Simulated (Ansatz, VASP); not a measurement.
## Two plane-wave programs on MgO

Contents of INCAR:

```
SYSTEM = MgO
PREC = Accurate
ENCUT = 750
EDIFF = 1E-7
ISMEAR = 0
SIGMA = 0.1
LREAL = .FALSE.
LASPH = .TRUE.
NELM = 120
ALGO = Normal
ISIF = 3
LWAVE = .FALSE.
LCHARG = .FALSE.
GGA = PE
IBRION = 2
NSW = 90
EDIFFG = -0.04
GGA_COMPAT = .FALSE.
NELMIN = 4
```

Contents of KPOINTS:

```
Automatic mesh
0
G
  6 6 6
  0 0 0
```

File POSCAR:

```
MgO
1.0
    0.0000000000      3.5539112877      2.9547124076
    2.0379140627      0.0000000000      2.9547124076
    2.0379140627      3.5539112877      0.0000000000
Mg O
2 2
Direct
    0.2079371506      0.7079371506      0.2920628494
    0.7079371506      0.2079371506      0.7920628494
    0.1666666667      0.5000000000      0.8333333333
    0.5000000000      0.1666666667      0.5000000000
```

Input for Ansatz:

```yaml
crystal:
  lattice:
    - [0.0, 3.5539112877, 2.9547124076]
    - [2.0379140627, 0.0, 2.9547124076]
    - [2.0379140627, 3.5539112877, 0.0]
  atoms:
    - { symbol: Mg, position: [0.2079371506, 0.7079371506, 0.2920628494] }
    - { symbol: Mg, position: [0.7079371506, 0.2079371506, 0.7920628494] }
    - { symbol: O, position: [0.1666666667, 0.5, 0.8333333333] }
    - { symbol: O, position: [0.5, 0.1666666667, 0.5] }
basis:
  ecutwfc: 420
kpoints:
  mp_grid: { grid: [6, 6, 6] }
hamiltonian:
  xc: pbe
scf:
  occupations: { method: gaussian, width: 0.1 }
  lower_state_search: "off"
output:
  forces: true
  stress: true
  eigenvalues: true
relax:
  adjacent_minimum: "off"
  f_tol: 0.04
  max_steps: 70
  cell: { stress_tol: 0.4 }
```

Alike in both runs: task relaxation of cell and atoms; functional PBE; k mesh 6 × 6 × 6; occupations gaussian, width 0.1 eV; no spin polarisation.

```csv
,VASP,Ansatz
version,VASP 6.6.1,Ansatz 0.2.0
potentials or method,"VASP PAW PBE potentials, release 64 (Mg_sv, O), cutoff 750 eV","scalar-relativistic, plane waves, PAW"
valence electrons in the cell,32,32
```

```tsv
	VASP	Ansatz	Ansatz less VASP
gap on the k mesh at the Fermi level, each at its own relaxed structure (eV)	1.78	2.12	+0.346
relaxed volume (Å³/atom)	14.19	18.15	+3.958
relaxed length of the cell vector where the two differ most in proportion (Å)	4.560	5.347	+0.7870
```

One of these differences is far larger than is usual between the two programs; its cause wasn't traced.

Noted on VASP's run: the volume moved by over 15 % at a fixed basis, so the end points are rough.
